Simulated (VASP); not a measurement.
Set up this calculation in VASP 6.6.1, as the native input.

- Task: single point
- Functional: PBE
- Potentials or basis: VASP PAW PBE potentials, release 64 (Si, C)
- Cutoff: 520 eV
- k mesh: 8 × 8 × 8
- Occupations: gaussian, width 0.01 eV
- Spin: no spin polarisation
- Dipole correction: no
- Further INCAR settings: ALGO = Normal; EDIFF = 1e-06; NBANDS = 11

The structure of SiC (Moissanite 3C) lies in POSCAR:

```
SiC
1.0
    0.0000000000      2.1585719454      2.1585719454
    2.1585719454      0.0000000000      2.1585719454
    2.1585719454      2.1585719454      0.0000000000
Si C
1 1
Direct
    0.0000000000      0.0000000000      0.0000000000
    0.2500000000      0.2500000000      0.2500000000
```

The input as run:

INCAR

```
SYSTEM = SiC
ALGO = Normal ; EDIFF = 1E-6
ENCUT = 520 ; GGA = PE
ISIF = 2 ; ISMEAR = 0
LASPH = .TRUE. ; LCHARG = .FALSE.
LREAL = .FALSE. ; LWAVE = .FALSE.
NBANDS = 11 ; NELM = 80
PREC = Accurate ; SIGMA = 0.01
```

KPOINTS

```
k-points
0
G
  8 8 8
  0 0 0
```

Potentials or basis: VASP PAW PBE potentials, release 64 (Si, C).

Launch:

```sh
$ cat potpaw_PBE.64/Si/POTCAR potpaw_PBE.64/C/POTCAR > POTCAR
$ mpirun -np 1 vasp_std > vasp.out
```

Results of the run:

* Pressure: 9.9 GPa
* Band gap on the k mesh: 1.33 eV, indirect (least direct gap 4.57 eV)

Wall time 7.3 s on 1 thread of AMD EPYC 7R43 64-Core Processor (Zen 3), on a shared host, peak memory 0.1 GiB.
